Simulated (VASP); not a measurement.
A run of VASP 6.6.1 is set up as follows.

File INCAR:

```
SYSTEM = Zr
  ALGO = Normal
  EDIFF = 1E-6
  ENCUT = 500
  GGA = CA
  GGA_COMPAT = .FALSE.
  ISIF = 2
  ISMEAR = -1
  LASPH = .TRUE.
  LCHARG = .FALSE.
  LREAL = .FALSE.
  LWAVE = .FALSE.
  NBANDS = 19
  NELM = 120
  PREC = Accurate
  SIGMA = 0.05
```

The input KPOINTS:

```
k-points
0
G
  11 11 11
  0 0 0
```

The input POSCAR:

```
Zr
1.0
    0.0000000000      3.0259987691      3.0259987691
    3.0259987691      0.0000000000      3.0259987691
    3.0259987691      3.0259987691      0.0000000000
Zr
2
Direct
    1.0000000000      1.0000000000      1.0000000000
    0.2500000000      0.2500000000      0.2500000000
```

Potentials or basis: VASP PAW LDA potentials, release 64 (Zr_sv).

Run with:

```console
$ cat potpaw_LDA.64/Zr_sv/POTCAR > POTCAR
$ mpirun -np 1 vasp_std > vasp.out
```

(1) Predict the pressure.

(2) What does it give for the band gap on the k mesh?

Answers

(1) 0.1 GPa.

(2) zero (bands 12 and 13 overlap by 0.29 eV).
